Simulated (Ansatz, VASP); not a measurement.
## Ga in VASP and in Ansatz

File INCAR:

```
SYSTEM = Ga
PREC = Accurate
ENCUT = 520
EDIFF = 1E-7
ISMEAR = -1
SIGMA = 0.1
LREAL = .False.
LASPH = .True.
NELM = 60
ALGO = Normal
ISIF = 2
LWAVE = .False.
LCHARG = .False.
GGA = B5
ALDAX = 1.0
AGGAX = 1.0
AGGAC = 1.0
ALDAC = 0.0
NBANDS = 34
```

The input KPOINTS:

```
Automatic mesh
0
Gamma
  13 13 4
  0 0 0
```

File POSCAR:

```
Ga
1.0
    3.2496922124      0.0000000000      0.0000000000
   -1.6248461062      2.8143160104      0.0000000000
    0.0000000000      0.0000000000     10.6078449583
Ga
4
Direct
    0.0000000000      1.0000000000      1.0000000000
    0.0000000000      1.0000000000      0.5000000000
    0.3333333333      0.6666666667      0.2500000000
    0.6666666667      0.3333333333      0.7500000000
```

Input for Ansatz:

```yaml
crystal:
  lattice:
    - [3.2496922124, 0.0, 0.0]
    - [-1.6248461062, 2.8143160104, 0.0]
    - [0.0, 0.0, 10.6078449583]
  atoms:
    - { symbol: Ga, position: [0.0, 1.0, 1.0] }
    - { symbol: Ga, position: [0.0, 1.0, 0.5] }
    - { symbol: Ga, position: [0.3333333333, 0.6666666667, 0.25] }
    - { symbol: Ga, position: [0.6666666667, 0.3333333333, 0.75] }
hamiltonian:
  xc: blyp
  pseudopotentials:
    kind: paw
    azcp:
      Ga: "pseudopotentials/Ga.paw.azcp"
basis:
  ecutwfc: 420
  fft_grid_basis: typed
kpoints:
  mp_grid: { grid: [13, 13, 4], shift: [0, 0, 0] }
magnetization:
  spin_polarized: false
scf:
  occupations: { method: fermi_dirac, width: 0.1 }
  lower_state_search: "off"
output:
  stress: true
```

Alike in both runs: task single point; functional BLYP; k mesh 13 × 13 × 4; occupations fermi-dirac, width 0.1 eV; no spin polarisation.

|  | VASP | Ansatz |
| --- | --- | --- |
| version | VASP 6.6.1 | Ansatz 0.2.0 |
| potentials or method | VASP PAW PBE potentials, release 64 (Ga_d), cutoff 520 eV | plane waves (420 eV) with PAW, scalar-relativistic |
| valence electrons in the cell | 52 | 52 |

|  | VASP | Ansatz | Ansatz less VASP |
| --- | --- | --- | --- |
| pressure (GPa) | -2.6 | -2.6 | +0.04 |
| traceless stress, the component that is largest in VASP (GPa) | 0.13 | 0.13 | -0.002 |

VASP's potentials were made for PBE, not for BLYP.
